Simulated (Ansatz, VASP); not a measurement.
## Cu in VASP and in Ansatz

```
CELL_PARAMETERS angstrom
-1.44279 -1.44279 -1.37608
-1.44279 -1.44279 1.37608
-10.77808 10.77808 0.00000
ATOMIC_POSITIONS crystal
Cu 0.50000 0.50000 0.06692
Cu 0.00000 0.00000 0.73624
Cu 0.50000 0.50000 0.33465
Cu 0.00000 0.00000 0.20078
Cu 0.50000 0.50000 0.60237
Cu 0.00000 0.00000 0.46851
```

Alike in both runs: task single point; functional PBEsol; k mesh 20 × 20 × 4; occupations gaussian, width 0.15 eV; no spin polarisation.

|  | VASP | Ansatz |
| --- | --- | --- |
| version | VASP 6.6.1 | Ansatz 0.2.0 |
| potentials or method | VASP PAW PBE potentials, release 64 (Cu), cutoff 520 eV | scalar-relativistic, plane waves, PAW |
| valence electrons in the cell | 66 | 114 |

```tsv
	VASP	Ansatz	Ansatz less VASP
gap on the k mesh at the Fermi level (eV)	none	none	-
pressure (GPa)	-2.6	-3.2	-0.58
traceless stress, the component that is largest in VASP (GPa)	-1.51	-1.58	-0.071
rms of the force components (eV/Å)	0.041	0.048	+0.0068
```

VASP's potentials were made for PBE, not for PBEsol. Atom by atom the forces differ by 0.009 eV/Å (rms over components). A gap of «none» marks a metal or a gap that the smearing closes. The functional is the same, so the differences come from potentials, cutoffs and numerics. VASP's potentials hold 66 valence electrons a cell and Ansatz's 114, so a difference there can come from the potentials and not from the codes.
